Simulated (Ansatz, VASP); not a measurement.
# One calculation of MgSe, two programs

```
CELL_PARAMETERS angstrom
0.00000 2.75223 2.75223
2.75223 0.00000 2.75223
2.75223 2.75223 0.00000
ATOMIC_POSITIONS crystal
Mg 0.00000 0.00000 0.00000
Se 0.50000 0.50000 0.50000
```

Alike in both runs: task single point; functional BLYP; k mesh 8 × 8 × 8; occupations gaussian, width 0.05 eV; no spin polarisation.

```csv
,VASP,Ansatz
version,VASP 6.6.1,Ansatz 0.2.0
potentials or method,"VASP PAW PBE potentials, release 64 (Mg, Se), cutoff 600 eV","scalar-relativistic, plane waves, PAW"
valence electrons in the cell,8,26
```

Ansatz gave:

```
gap on the k mesh at the Fermi level (eV) : 1.83
least direct gap on the mesh (eV)         : 2.55
pressure (GPa)                            : 2.4
```

Problem. What did VASP give for the same quantities?

Solution. gap on the k mesh at the Fermi level (eV): 1.81; least direct gap on the mesh (eV): 2.57; pressure (GPa): 2.5.

VASP's potentials were made for PBE, not for BLYP. VASP's potentials hold 8 valence electrons a cell and Ansatz's 26, so a difference there can come from the potentials and not from the codes.
